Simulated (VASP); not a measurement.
ZnO:

```
CELL_PARAMETERS angstrom
3.24931 0.00000 0.00000
-1.62465 2.81398 0.00000
0.00000 0.00000 5.20571
ATOMIC_POSITIONS crystal
Zn 0.66667 0.33333 0.00000
Zn 0.33333 0.66667 0.50000
O 0.33333 0.66667 0.87901
O 0.66667 0.33333 0.37901
```

Base run:

| Item | Value |
| --- | --- |
| Program | VASP 6.6.1 |
| Functional | BLYP |
| Potentials or basis | VASP PAW PBE potentials, release 64 (Zn, O) |
| Cutoff | 520 eV |
| k mesh | 9 × 9 × 5 |
| Occupations | fermi-dirac, width 0.05 eV |
| Spin | no spin polarisation |

Its results: band gap on the k mesh 0.96 eV; pressure 10.4 GPa; largest force 0.074 eV/Å.

Q: After a change of settings the same cell gave: band gap on the k mesh 1.17 eV; pressure -1.4 GPa; largest force 0.086 eV/Å. Which change was it?
A. functional from BLYP to SVWN5
B. functional from BLYP to PBE-based screened hybrid with 50 % exact exchange; k mesh from 9 × 9 × 5 to 5 × 5 × 3
C. functional from BLYP to PBE-based screened hybrid with 15 % exact exchange; k mesh from 9 × 9 × 5 to 5 × 5 × 3
D. functional from BLYP to r2SCAN; dispersion from none to rVV10

A: D.

Caveats: the PAW data sets were made with another functional, which shifts forces and pressure a little; the cell stands under pressure (at least some runs).
